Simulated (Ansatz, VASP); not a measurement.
**One calculation of HfB2, two programs**

INCAR

```
  PREC = Accurate
  ENCUT = 520
  EDIFF = 1E-6
  ISMEAR = -1
  SIGMA = 0.03
  LREAL = False
  LASPH = True
  NELM = 60
  ALGO = Normal
  ISIF = 2
  LWAVE = False
  LCHARG = True
  GGA = PS
  LELF = True
  LVHAR = True
  NBANDS = 15
```

KPOINTS

```
Automatic mesh
0
Gamma
  15 15 12
```

File POSCAR:

```
HfB2
1.0
    3.1400001005      0.0157000005      0.0157000005
   -1.5564034510      2.7114698546      0.0057465990
    0.0174000000      0.0174000000      3.4800000000
Hf B
1 2
Direct
    0.0000000000      0.0000000000      0.0000000000
    0.3333333333      0.6666666667      0.5000000000
    0.6666666667      0.3333333333      0.5000000000
```

Input for Ansatz:

```yaml
crystal:
  lattice:
    - [3.1400001005, 0.0157000005, 0.0157000005]
    - [-1.556403451, 2.7114698546, 0.005746599]
    - [0.0174, 0.0174, 3.48]
  atoms:
    - { symbol: Hf, position: [0.0, 0.0, 0.0] }
    - { symbol: B, position: [0.3333333333, 0.6666666667, 0.5] }
    - { symbol: B, position: [0.6666666667, 0.3333333333, 0.5] }
kpoints:
  mp_grid: { grid: [15, 15, 12] }
  band_path:
    path:
      - [0.0, 0.0, 0.0]
      - [0.0, -0.5, 0.0]
      - [0.0, 0.0, 0.5]
      - [0.0, 0.0, 0.0]
      - [-0.5, 0.0, 0.0]
      - [-0.5, 0.5, -0.5]
      - [0.0, 0.0, 0.0]
      - [-0.5, 0.0, -0.5]
      - [-0.5, 0.5, 0.0]
    npoints: 5
scf:
  occupations: { method: fermi_dirac, width: 0.03 }
hamiltonian:
  xc: pbesol
  pseudopotentials: { kind: all_electron, lapw: { basis_error: 0.001 } }
output:
  forces: true
  stress: true
  eigenvalues: true
```

Change from the starting cell: equal xy, yz and zx shear strains of +1 %.

Alike in both runs: task single point; functional PBEsol; k mesh 15 × 15 × 12; occupations fermi-dirac, width 0.03 eV; no spin polarisation.

|  | VASP | Ansatz |
| --- | --- | --- |
| version | VASP 6.6.1 | Ansatz 0.2.0 |
| potentials or method | VASP PAW PBE potentials, release 64 (Hf_pv, B), cutoff 520 eV | all-electron LAPW, scalar-relativistic |

```tsv
	VASP	Ansatz	Ansatz less VASP
pressure (GPa)	-4.4	-4.2	+0.17
traceless stress, the component that is largest in VASP (GPa)	-2.66	-2.65	+0.018
```

VASP's potentials were made for PBE, not for PBEsol. Ansatz ran all-electron here, and VASP with PAW potentials.

Neither program's run includes spin-orbit coupling.
